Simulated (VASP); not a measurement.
Te: single point with PBEsol

Crystal: Te.

```
Te
1.0
     3.82029   -2.14820    0.00000
     3.82029    2.14820    0.00000
    -0.09429    0.00000    5.97609
Te
3
Direct
  0.00000 0.00000 0.00000
  0.30945 0.30945 0.33881
  0.69055 0.69055 0.66119
```

```yaml
Program: VASP 6.6.1
Task: single point
Functional: PBEsol
Potentials_or_basis: VASP PAW PBE potentials, release 64 (Te)
Cutoff: 520 eV
k_mesh: 5 × 5 × 4
Occupations: fermi-dirac, width 0.05 eV
Spin: non-collinear spin, zero start, spin-orbit coupling
Starting_moments: "[[0.0, 0.0, 0.0], [0.0, 0.0, 0.0], [0.0, 0.0, 0.0]] μB"
```

| Property | Result |
| --- | --- |
| Pressure | -1.5 GPa |
| Largest force | 0.038 eV/Å |
| Net moment | 0.00 μB per cell |
| Valence electrons inside the program's atomic spheres | Te 3.26 |

Forces in eV/Å, atoms in the order of the input:
```
Te   0.000  0.000  0.000
Te   0.038  0.000  0.005
Te  -0.038  0.000 -0.005
```

Stress tensor (GPa, compression positive):
```
-1.52  0.00 -0.23
 0.00 -1.22  0.00
-0.23  0.00 -1.79
```

Moments on the atoms (μB; x, y, z):
```
Te  0.00 0.00 0.00
Te  0.00 0.00 0.00
Te  0.00 0.00 0.00
```

Run time: 2.1 min on 1 thread of Intel(R) Xeon(R) 6975P-C (Granite Rapids), with other jobs on the host, peak memory 0.53 GiB.

Caveat: the PAW data sets were made with another functional, which shifts forces and pressure a little.
